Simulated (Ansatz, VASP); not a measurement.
Two plane-wave programs on MgCd2Te3

```
CELL_PARAMETERS angstrom
4.65891 0.00000 0.00000
-2.32945 4.03473 0.00000
0.00000 0.00000 11.37883
ATOMIC_POSITIONS crystal
Mg 0.33333 0.66667 0.66839
Cd 0.00000 0.00000 0.99772
Cd 0.66667 0.33333 0.33464
Te 0.00000 0.00000 0.74563
Te 0.33333 0.66667 0.42041
Te 0.66667 0.33333 0.08321
```

Alike in both runs: functional PBE; k mesh 6 × 6 × 4; occupations gaussian, width 0.02 eV; no spin polarisation.

Ansatz relaxed the structure, and its values are those at the end. VASP's run is a single point on that final structure, the one shown.

```csv
,VASP,Ansatz
version,VASP 6.6.1,Ansatz 0.2.0
potentials or method,"VASP PAW PBE potentials, release 64 (Mg, Cd, Te), cutoff 520 eV","scalar-relativistic, plane waves, PAW"
valence electrons in the cell,44,98
```

Ansatz gave:

```
gap on the k mesh at the Fermi level (eV) : 0.99
least direct gap on the mesh (eV)         : 0.99
pressure (GPa)                            : 0.0
rms of the force components (eV/Å)        : 0.000
```

Q: Estimate VASP's values.

A: gap on the k mesh at the Fermi level (eV): 0.99; least direct gap on the mesh (eV): 0.99; pressure (GPa): 0.1; rms of the force components (eV/Å): 0.005.

The functional is the same, so the differences come from potentials, cutoffs and numerics. VASP's potentials hold 44 valence electrons a cell and Ansatz's 98, so a difference there can come from the potentials and not from the codes.

Spin-orbit coupling is off throughout.
